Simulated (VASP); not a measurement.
# RuC2: single point with PBE

RuC2:

```xyz
3
Lattice="-1.3812 1.3812 3.3525 1.3812 -1.3812 3.3525 1.3812 1.3812 -3.3525" Properties=species:S:1:pos:R:3 pbc="T T T"
Ru    0.0000    0.0000    0.0000
C     0.0000    0.0000    4.5417
C     0.0000    0.0000    2.1634
```

| Quantity | Value |
| --- | --- |
| Program | VASP 6.6.1 |
| Task | single point |
| Functional | PBE |
| Potentials or basis | VASP PAW PBE potentials, release 64 (Ru_pv, C) |
| Cutoff | 520 eV |
| k mesh | 8 × 8 × 8 |
| Occupations | gaussian, width 0.1 eV |
| Spin | no spin polarisation |
| Dipole correction | no |
| Further INCAR settings | ALGO = Normal; EDIFF = 1e-06; NBANDS = 18 |

| Item | Value |
| --- | --- |
| Pressure | -0.1 GPa |
| Largest force | 0.032 eV/Å |
| Band gap on the k mesh | zero (band 11 reaches 13.05 eV, above the bottom of band 12 at 10.96 eV) |

Forces in eV/Å, atoms in the order of the input:
```
Ru   0.000  0.000  0.000
C    0.000  0.000  0.032
C    0.000  0.000 -0.032
```

Stress tensor (GPa, compression positive):
```
-0.14  0.00  0.00
 0.00 -0.14  0.00
 0.00  0.00 -0.05
```

Levels at points of the mesh, in eV from the Fermi level:
```csv
k point,band 8,band 9,band 10,band 11,band 12,band 13,band 14,band 15
"(0.00, 0.00, 0.00)",-5.10,-5.10,-1.01,0.90,2.67,2.67,3.08,3.08
"(0.50, 0.00, 0.00)",-5.06,-4.52,-1.87,0.63,0.79,1.43,2.22,3.95
"(0.50, 0.50, 0.00)",-6.69,-4.86,-0.55,0.59,0.63,1.13,2.38,4.26
"(0.50, 0.50, 0.50)",-2.54,-2.54,-2.32,-2.32,-0.95,1.18,1.69,5.28
```

Wall time 36 s on 1 thread of Intel Xeon 6975P-C (shared host), peak memory 0.18 GiB.

Caveat: the k points lie up to 0.40 Å⁻¹ apart.
